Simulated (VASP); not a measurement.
# ZnO (zincite): single point with LDA

ZnO (zincite):

```
Zn O
1.0
     3.23006    0.00000    0.00000
    -1.61503    2.79731    0.00000
     0.00000    0.00000    5.21411
Zn O
2 2
Direct
  0.33333 0.66667 0.50003
  0.66667 0.33333 0.00003
  0.66667 0.33333 0.37898
  0.33333 0.66667 0.87898
```

```json
{
  "Program": "VASP 6.6.1",
  "Task": "single point",
  "Functional": "LDA",
  "Potentials or basis": "VASP PAW LDA potentials, release 64 (Zn, O)",
  "Cutoff": "520 eV",
  "k mesh": "9 × 9 × 6",
  "Occupations": "gaussian, width 0.02 eV",
  "Spin": "no spin polarisation",
  "Dipole correction": "no",
  "Further INCAR settings": "ALGO = Normal; EDIFF = 1e-06; NBANDS = 26"
}
```

```json
{"Pressure": "-4.7 GPa", "Largest force": "0.003 eV/Å", "Band gap on the k mesh": "0.75 eV, direct"}
```

Forces in eV/Å, atoms in the order of the input:
```
Zn   0.000  0.000  0.003
Zn   0.000  0.000  0.003
O    0.000  0.000 -0.003
O    0.000  0.000 -0.003
```

Stress tensor (GPa, compression positive):
```
-4.70  0.00  0.00
 0.00 -4.70  0.00
 0.00  0.00 -4.57
```

Levels at points of the mesh, in eV from the valence-band top:
```csv
k point,band 16,band 17,band 18,band 19,band 20,band 21
"(0.00, 0.00, 0.00)",-0.09,0.00,0.00,0.75,5.14,8.09
"(0.00, 0.00, 0.50)",-0.40,-0.40,-0.40,3.40,3.40,9.91
```

Wall time 55 s on 1 thread of Intel(R) Xeon(R) Platinum 8124M CPU @ 3.00GHz (Skylake/Cascade Lake), on a shared host, peak memory 0.17 GiB.
